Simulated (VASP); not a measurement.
# Ta (Pm-3m) in VASP: further runs

Ta is run at these levels: LDA; tasks: single point, relaxation of cell and atoms.

Program: VASP 6.6.1. These are calculated values, not measurements. Logs are shortened: lines on timing, memory, paths and dates and some standing lists are left out, and cuts for length are marked.

### Step 1. The cell of the first run

It takes space group Pm-3m (No. 221, cubic). The conventional cell has a = 2.690 Å, b = 2.690 Å, c = 2.690 Å, α = 90.00°, β = 90.00°, γ = 90.00°. Within 3.5 Å of Ta (site symmetry m-3m) lie 6 Ta at 2.69 Å.

### Step 2. Single point, LDA

Input file INCAR:

```
PREC = Accurate ; ENCUT = 500
EDIFF = 1E-6 ; ISMEAR = -1
SIGMA = 0.05 ; LREAL = False
LASPH = True ; NELM = 120
ALGO = Normal ; ISIF = 2
LWAVE = False ; LCHARG = True
GGA = CA ; LELF = True
LVHAR = True ; NBANDS = 12
GGA_COMPAT = False
```

Input file KPOINTS:

```
regular mesh
0
Gamma
  6 6 6
```

Input file POSCAR:

```
Ta
1.0
    2.6896090645      0.0000000000      0.0000000000
    0.0000000000      2.6896090645      0.0000000000
    0.0000000000      0.0000000000      2.6896090645
Ta
1
Direct
    0.0000000000      0.0000000000      0.0000000000
```

Potentials or basis: VASP PAW LDA potentials, release 64 (Ta_pv).

On the command line:

```
> cat potpaw_LDA.64/Ta_pv/POTCAR > POTCAR
> mpirun -np 1 vasp_std > vasp.out
```

OUTCAR:

```text
PREC = Accurate
   ENCUT = 500
   EDIFF = 1E-6
   ISMEAR = -1
   LREAL = False
   LASPH = True
   NELM = 120
   ISIF = 2
   GGA = CA

 ion  position               nearest neighbor table
   1  0.000  0.000  0.000-

  LATTYP: Found a simple cubic cell.
 ALAT       =     2.6896090645

  Lattice vectors:

 A1 = (   2.6896090645,   0.0000000000,   0.0000000000)
 A2 = (   0.0000000000,   2.6896090645,   0.0000000000)
 A3 = (   0.0000000000,   0.0000000000,   2.6896090645)

Analysis of symmetry for initial positions (statically):
=====================================================================
 Subroutine PRICEL returns:
 Original cell was already a primitive cell.

 Routine SETGRP: Setting up the symmetry group for a
 simple cubic supercell.

 Subroutine GETGRP returns: Found 48 space group operations
 (whereof 48 operations were pure point group operations)
 out of a pool of 48 trial point group operations.

The static configuration has the point symmetry O_h .

Analysis of symmetry for dynamics (positions and initial velocities):
=====================================================================
 Subroutine PRICEL returns:
 Original cell was already a primitive cell.

 Routine SETGRP: Setting up the symmetry group for a
 simple cubic supercell.

 Subroutine GETGRP returns: Found 48 space group operations
 (whereof 48 operations were pure point group operations)
 out of a pool of 48 trial point group operations.

The dynamic configuration has the point symmetry O_h .

 Subroutine INISYM returns: Found 48 space group operations
 (whereof 48 operations are pure point group operations),
 and found     1 'primitive' translations

----------------------------------------------------------------------------------------

                                     Primitive cell

  volume of cell :      19.4566

  direct lattice vectors                    reciprocal lattice vectors
     2.689609064  0.000000000  0.000000000     0.371801245  0.000000000  0.000000000
     0.000000000  2.689609064  0.000000000     0.000000000  0.371801245  0.000000000
     0.000000000  0.000000000  2.689609064     0.000000000  0.000000000  0.371801245

  length of vectors
     2.689609064  2.689609064  2.689609064     0.371801245  0.371801245  0.371801245

  position of ions in fractional coordinates (direct lattice)
     0.000000000  0.000000000  0.000000000

  ion indices of the primitive-cell ions
   primitive index   ion index
                 1           1

----------------------------------------------------------------------------------------

 KPOINTS: regular mesh

Automatic generation of k-mesh.
 Grid dimensions read from file:
 generate k-points for:    6    6    6

 Generating k-lattice:

  Cartesian coordinates                     Fractional coordinates (reciprocal lattice)
     0.061966874  0.000000000  0.000000000     0.166666667  0.000000000  0.000000000
     0.000000000  0.061966874  0.000000000     0.000000000  0.166666667  0.000000000
     0.000000000  0.000000000  0.061966874     0.000000000  0.000000000  0.166666667

  Length of vectors
     0.061966874  0.061966874  0.061966874

  Shift w.r.t. Gamma in fractional coordinates (k-lattice)
     0.000000000  0.000000000  0.000000000

 Subroutine IBZKPT returns following result:
 ===========================================

 Found     20 irreducible k-points:

 Following reciprocal coordinates:
            Coordinates               Weight
  0.000000  0.000000  0.000000      1.000000
  0.166667  0.000000  0.000000      6.000000
  0.333333  0.000000  0.000000      6.000000
  0.500000  0.000000  0.000000      3.000000
  0.166667  0.166667  0.000000     12.000000
  0.333333  0.166667  0.000000     24.000000
[... 12 lines left out ...]
  0.500000  0.500000  0.333333      6.000000
  0.500000  0.500000  0.500000      1.000000
   k-points           NKPTS =     20   k-points in BZ     NKDIM =     20   number of bands    NBANDS=     12
   number of dos      NEDOS =    301   number of ions     NIONS =      1
   total plane-waves  NPLWV =   8000
   dimension x,y,z NGX =    20 NGY =   20 NGZ =   20
   dimension x,y,z NGXF=    40 NGYF=   40 NGZF=   40
   ions per type =               1
   NGX,Y,Z   is equivalent  to a cutoff of  12.36, 12.36, 12.36 a.u.
   NGXF,Y,Z  is equivalent  to a cutoff of  24.72, 24.72, 24.72 a.u.
 SYSTEM =  unknown system
   PREC   = accura    normal or accurate (medium, high low for compatibility)
   ISTART =      0    job   : 0-new  1-cont  2-samecut
   ICHARG =      2    charge: 1-file 2-atom 10-const
   ISPIN  =      1    spin polarized calculation?
   LNONCOLLINEAR =      F non collinear calculations
   LSORBIT =      F    spin-orbit coupling
   LASPH  =      T    aspherical Exc in radial PAW
   ENCUT  =  500.0 eV  36.75 Ry    6.06 a.u.   4.90  4.90  4.90*2*pi/ulx,y,z
   NELM   =    120;   NELMIN=  2; NELMDL= -5     # of ELM steps
   EDIFF  = 0.1E-05   stopping-criterion for ELM
   LREAL  =      F    real-space projection
   EDIFFG = 0.1E-04   stopping-criterion for IOM
   NSW    =      0    number of steps for IOM
   IBRION =     -1    ionic relax: 0-MD 1-quasi-New 2-CG
   NFREE  =      0    steps in history (QN), initial steepest desc. (CG)
   ISIF   =      2    stress and relaxation
   ISYM   =      2    0-nonsym 1-usesym 2-fastsym
   POTIM  = 0.5000    time-step for ionic-motion
   TEBEG  =    0.0;   TEEND  =   0.0 temperature during run
   PSTRESS=    0.0 pullay stress
   NELECT =      11.0000    total number of electrons
   NUPDOWN=      -1.0000    fix difference up-down
   EMIN   =  10.00;   EMAX   =-10.00  energy-range for DOS
   EFERMI =   0.00;   METHOD = LEGACY
   ISMEAR =    -1;   SIGMA  =   0.05  broadening in eV -4-tet -1-fermi 0-gaus
   EFERMI_NEDOS =   21; number of points for ismear=-14 and -15
   IALGO  =     38    algorithm
   IMIX   =      4    mixing-type and parameters
     AMIX     =   0.40;   BMIX     =  1.00
     AMIX_MAG =   1.60;   BMIX_MAG =  1.00
  volume/ion in A,a.u.               =      19.46       131.30
  Fermi-wavevector in a.u.,A,eV,Ry     =   1.353682  2.558088 24.932053  1.832454
  Thomas-Fermi vector in A             =   2.480917
   LORBIT       =      0    0 simple, 1 ext, 2 COOP (PROOUT), +10 PAW based schemes
   GGA     = CA    functional components
   LHFCALC =     F    Hartree Fock is set to
   AEXX    =    0.0000 exact exchange contribution
   IVDW    =     0    specifies the selected vdW correction
   LEPSILON=     F    determine dielectric tensor
   LRPA    =     F    only Hartree local field effects (RPA)
 non-spin polarized calculation
  energy-cutoff  :      500.00
  volume of cell :       19.46
 maximum number of plane-waves:       512
 NGX is ok and might be reduce to    20
   NGX =  9   NGY =  9   NGZ =  9

 number of electron      10.9999999 magnetization

 Free energy of the ion-electron system (eV)
  ---------------------------------------------------
  ext. energy  EPLUGINS =         0.00000000
  ---------------------------------------------------
  free energy    TOTEN  =       -11.69564448 eV

  energy without entropy =      -11.68235546  energy(sigma->0) =      -11.68899997

 E-fermi :   4.6899     XC(G=0): -12.2746

 val. band max:        4.6180081106   @ k =   0.3333   0.1667   0.0000
 cond. band min:       4.7168151828   @ k =   0.5000   0.1667   0.1667
 fundamental gap:      0.0988070722
 Fermi energy:         4.6898885000

 k-point     1 :       0.0000    0.0000    0.0000
  band No.  band energies     occupation
      1     -28.1850      2.00000
      2     -28.1850      2.00000
      3     -28.1850      2.00000
      4      -2.5899      2.00000
      5       2.0433      2.00000
      6       2.0433      2.00000
      7      11.3275      0.00000
      8      11.3275      0.00000
      9      11.3275      0.00000
     10      18.3880      0.00000
     11      19.8926      0.00000
     12      19.8926      0.00000

 k-point     2 :       0.1667    0.0000    0.0000
  band No.  band energies     occupation
      1     -28.5682      2.00000
      2     -28.1523      2.00000
      3     -28.1523      2.00000
      4      -1.7641      2.00000
      5       2.2759      2.00000
      6       2.9640      2.00000
      7       9.9500      0.00000
      8       9.9500      0.00000
      9      11.4349      0.00000
     10      16.8736      0.00000
     11      18.3952      0.00000
     12      21.6506      0.00000

 k-point     3 :       0.3333    0.0000    0.0000
  band No.  band energies     occupation
      1     -29.2800      2.00000
      2     -28.0861      2.00000
      3     -28.0861      2.00000
      4      -0.0614      2.00000
      5       2.7888      2.00000
      6       4.7420      0.52128
      7       8.0308      0.00000
      8       8.0308      0.00000
      9      11.6574      0.00000
     10      14.6735      0.00000
     11      18.3937      0.00000
     12      20.4868      0.00000

 k-point     4 :       0.5000    0.0000    0.0000
  band No.  band energies     occupation
      1     -29.6126      2.00000
      2     -28.0527      2.00000
      3     -28.0527      2.00000
      4       1.0088      2.00000
      5       3.0751      2.00000
      6       5.0032      0.00379
      7       7.2741      0.00000
      8       7.2741      0.00000
      9      11.7728      0.00000
     10      15.6468      0.00000
     11      18.3949      0.00000
     12      19.1367      0.00000

 k-point     5 :       0.1667    0.1667    0.0000
  band No.  band energies     occupation
      1     -28.5485      2.00000
      2     -28.5123      2.00000
      3     -28.1199      2.00000
      4      -0.9441      2.00000
      5       2.8378      2.00000
      6       3.5414      2.00000
      7       8.4179      0.00000
      8       9.8722      0.00000
      9      10.3610      0.00000
     10      18.2818      0.00000
     11      18.4806      0.00000
     12      18.5061      0.00000
[... 168 lines left out ...]
      1     -29.0379      2.00000
      2     -28.9950      2.00000
      3     -28.9950      2.00000
      4       2.2322      2.00000
      5       3.9420      2.00000
      6       3.9420      2.00000
      7       9.0295      0.00000
      8       9.0295      0.00000
      9      10.3219      0.00000
     10      16.5841      0.00000
     11      18.3902      0.00000
     12      21.3821      0.00000

 k-point    18 :       0.5000    0.3333    0.3333
  band No.  band energies     occupation
      1     -29.3216      2.00000
      2     -28.9784      2.00000
      3     -28.9513      2.00000
      4       2.0718      2.00000
      5       3.1562      2.00000
      6       3.8357      2.00000
      7       9.1756      0.00000
      8       9.9962      0.00000
      9      14.7759      0.00000
     10      15.7759      0.00000
     11      16.4576      0.00000
     12      18.3939      0.00000

 k-point    19 :       0.5000    0.5000    0.3333
  band No.  band energies     occupation
      1     -29.2737      2.00000
      2     -29.2737      2.00000
      3     -28.9214      2.00000
      4       1.7174      2.00000
      5       3.1171      2.00000
      6       3.1171      2.00000
      7       9.7194      0.00000
      8      13.9825      0.00000
      9      14.4078      0.00000
     10      16.0579      0.00000
     11      16.0579      0.00000
     12      18.3711      0.00000

 k-point    20 :       0.5000    0.5000    0.5000
  band No.  band energies     occupation
      1     -29.2270      2.00000
      2     -29.2270      2.00000
      3     -29.2270      2.00000
      4       2.2538      2.00000
      5       2.2538      2.00000
      6       2.2538      2.00000
      7      12.4560      0.00000
      8      14.4876      0.00000
      9      14.4876      0.00000
     10      17.1726      0.00000
     11      17.1726      0.00000
     12      17.1726      0.00000

------------------------ aborting loop because EDIFF is reached ----------------------------------------

  FORCE on cell =-STRESS in cart. coord.  units (eV):
  Direction    XX          YY          ZZ          XY          YZ          ZX
  --------------------------------------------------------------------------------------
  -------------------------------------------------------------------------------------
  Total        0.2374347      0.2374347      0.2374347      0.0000000     -0.0000000     -0.0000000
  in kB       19.5518275     19.5518275     19.5518275      0.0000000     -0.0000000     -0.0000000
  external PRESSURE =      19.5518275 kB  Pullay stress =       0.0000000 kB

 VOLUME and BASIS-vectors are now :
 -----------------------------------------------------------------------------
  energy-cutoff  :      500.00
  volume of cell :       19.46
      direct lattice vectors                 reciprocal lattice vectors
     2.689609064  0.000000000  0.000000000     0.371801245  0.000000000  0.000000000
     0.000000000  2.689609064  0.000000000     0.000000000  0.371801245  0.000000000
     0.000000000  0.000000000  2.689609064     0.000000000  0.000000000  0.371801245

 POSITION                                       TOTAL-FORCE (eV/Angst)
 -----------------------------------------------------------------------------------
      0.00000      0.00000      0.00000         0.000000      0.000000      0.000000
 -----------------------------------------------------------------------------------
    total drift:                                0.000000      0.000000      0.000000

  FREE ENERGIE OF THE ION-ELECTRON SYSTEM (eV)
  ---------------------------------------------------
  free  energy   TOTEN  =       -11.6956444850 eV

  energy  without entropy=      -11.6823554586  energy(sigma->0) =      -11.68899997
```

Wall time 5.3 s (1 thread of Intel Xeon 8259CL, shared host); peak memory 0.12 GiB.

Results:

```
Free energy : -11.6956 eV
Pressure    : 2.0 GPa
```

Caveat: the k points lie up to 0.39 Å⁻¹ apart; spin-orbit coupling is left out, which moves the levels of the heavy elements.

### Step 3. Relaxation of cell and atoms, LDA

This run uses another cell than the first one, of 19.90 Å³/atom, 1.023 times its volume.

Input file INCAR:

```
  ALGO = Normal
  EDIFF = 1E-7
  EDIFFG = -0.03
  ENCUT = 500
  GGA_COMPAT = F
  IBRION = 2
  ISIF = 3
  ISMEAR = -1
  LASPH = T
  LCHARG = F
  LREAL = F
  LWAVE = F
  NELM = 120
  NELMIN = 4
  NSW = 80
  PREC = Accurate
  SIGMA = 0.05
```

Input file KPOINTS:

```
k-points
0
Gamma
  6 6 6
```

Input file POSCAR:

```
Ta
1.0
    2.7100000000      0.0000000000      0.0000000000
    0.0000000000      2.7100000000      0.0000000000
    0.0000000000      0.0000000000      2.7100000000
Ta
1
Direct
    0.0000000000      0.0000000000      0.0000000000
```

Potentials or basis: VASP PAW LDA potentials, release 64 (Ta_pv).

On the command line:

```
> cat potpaw_LDA.64/Ta_pv/POTCAR > POTCAR
> mpirun -np 1 vasp_std > vasp.out
```

Wall time 9.7 s (1 thread of Intel Xeon 8259CL, shared host); peak memory 0.13 GiB.

The run converged. Its results:

| Property | Result |
| --- | --- |
| Free energy | -11.6971 eV |
| Relaxed volume | 19.68 Å³/atom |
| Relaxed cell | a = 2.700 Å, b = 2.700 Å, c = 2.700 Å, α = 90.00°, β = 90.00°, γ = 90.00° |
| Space group after relaxing (to 0.05 Å) | Pm-3m (No. 221) |
| Energy gained by relaxing | 1.3 meV/atom |
| Ionic steps | 3 |
| Pressure after relaxing | 0.0 GPa |

The path:
| step | energy change (eV) | largest force (eV/Å) | pressure (GPa) | volume (Å³) |
| --- | --- | --- | --- | --- |
| 1 | 0.0000 | 0.0000 | -1.89 | 19.90 |
| 2 | 0.0041 | 0.0000 | 4.05 | 19.23 |
| 3 | -0.0013 | 0.0000 | -0.01 | 19.68 |

Final structure:
```cif
data_structure
_symmetry_space_group_name_H-M 'P 1'
_symmetry_Int_Tables_number 1
_cell_length_a 2.6998
_cell_length_b 2.6998
_cell_length_c 2.6998
_cell_angle_alpha 90.000
_cell_angle_beta 90.000
_cell_angle_gamma 90.000
_cell_volume 19.68
loop_
_atom_site_label
_atom_site_type_symbol
_atom_site_fract_x
_atom_site_fract_y
_atom_site_fract_z
_atom_site_occupancy
Ta1 Ta 0.00000 0.00000 0.00000 1
```

Levels at points of the mesh, in eV from the Fermi level:
| k point | band 2 | band 3 | band 4 | band 5 | band 6 | band 7 | band 8 | band 9 |
| --- | --- | --- | --- | --- | --- | --- | --- | --- |
| (0.00, 0.00, 0.00) | -32.91 | -32.91 | -7.24 | -2.60 | -2.60 | 6.55 | 6.55 | 6.55 |
| (0.50, 0.00, 0.00) | -32.78 | -32.78 | -3.66 | -1.58 | 0.30 | 2.57 | 2.57 | 6.99 |
| (0.50, 0.50, 0.00) | -34.10 | -32.66 | -4.10 | -1.27 | 3.40 | 3.40 | 5.62 | 5.62 |
| (0.50, 0.50, 0.50) | -33.92 | -33.92 | -2.38 | -2.38 | -2.38 | 7.78 | 9.66 | 9.66 |

Caveat: the k points lie up to 0.39 Å⁻¹ apart in the final cell; spin-orbit coupling is left out, which moves the levels of the heavy elements.
